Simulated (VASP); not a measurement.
## Cs2LiLaCl6: single point with LDA

Crystal: Cs2LiLaCl6.

```
Cs Li La Cl
1.0
     0.00000    5.42738    5.42738
     5.42738    0.00000    5.42738
     5.42738    5.42738    0.00000
Cs Li La Cl
2 1 1 6
Direct
  0.75000 0.75000 0.75000
  0.25000 0.25000 0.25000
  0.50000 0.50000 0.50000
  0.00000 0.00000 0.00000
  0.74384 0.25616 0.25616
  0.25616 0.25616 0.74384
  0.25616 0.74384 0.74384
  0.25616 0.74384 0.25616
  0.74384 0.25616 0.74384
  0.74384 0.74384 0.25616
```

* Program: VASP 6.6.1
* Task: single point
* Functional: LDA
* Potentials or basis: VASP PAW LDA potentials, release 64 (Cs_sv, Li_sv, La, Cl)
* Cutoff: 520 eV
* k mesh: 3 × 3 × 3
* Occupations: gaussian, width 0.01 eV
* Spin: no spin polarisation

```json
{"Largest force": "0.133 eV/Å", "Band gap on the k mesh": "4.38 eV, direct"}
```

Forces in eV/Å, atoms in the order of the input:
```
Cs   0.000  0.000  0.000
Cs   0.000  0.000  0.000
Li   0.000  0.000  0.000
La   0.000  0.000  0.000
Cl  -0.133  0.000  0.000
Cl   0.000  0.000 -0.133
Cl   0.133  0.000  0.000
Cl   0.000 -0.133  0.000
Cl   0.000  0.133  0.000
Cl   0.000  0.000  0.133
```

Levels at points of the mesh, in eV from the valence-band top:
```csv
k point,band 35,band 36,band 37,band 38,band 39,band 40
"(0.00, 0.00, 0.00)",0.00,0.00,0.00,4.38,4.46,4.46
```

Run time: 3.2 min on 1 thread of AMD EPYC 7R13, on a shared host, peak memory 0.38 GiB.

Caveat: spin-orbit coupling is left out, which moves the levels of the heavy elements. As with any semilocal functional, this LDA gap is likely too small.
